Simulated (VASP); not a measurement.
BN, 8 atoms in the cell. It takes space group P4/mmm (No. 123, tetragonal). Conventional cell: a = 4.122 Å, b = 4.122 Å, c = 3.318 Å, α = 90.00°, β = 90.00°, γ = 90.00°. B (site symmetry m2m) has 2 B at 1.41 Å and 2 N at 1.43 Å within 1.9 Å. N (site symmetry 2mm) has 2 N at 1.41 to 1.91 Å and 2 B at 1.43 Å within 2.0 Å. The cell was built from a structure type or drawn by symmetry, and may not be a known phase.

```yaml
Program: VASP 6.6.1
Task: single point
Functional: PBE
Potentials_or_basis: VASP PAW PBE potentials, release 64 (B, N)
Cutoff: 520 eV
k_mesh: 4 × 4 × 6
Occupations: gaussian, width 0.1 eV
Spin: collinear spin, ferromagnetic start
Starting_moments: "[0.0, 0.0, 0.0, 0.0, 1.0, 1.0, 1.0, 1.0] μB"
Dipole_correction: no
Further_INCAR_settings: ALGO = Normal; EDIFF = 1e-06; NBANDS = 30
```

Potentials or basis: VASP PAW PBE potentials, release 64 (B, N).

Run with:

```sh
$ cat potpaw_PBE.64/B/POTCAR potpaw_PBE.64/N/POTCAR > POTCAR
$ mpirun -np 1 vasp_std > vasp.out
```

Hardware: 1 thread of Intel(R) Xeon(R) Platinum 8559C (Emerald Rapids) (shared host).

Q: Estimate the wall time of this run.

A: Wall time 50 s on 1 thread of Intel(R) Xeon(R) Platinum 8559C (Emerald Rapids), on a shared host, peak memory 0.21 GiB. Counts: scf iterations 15, k points 24.
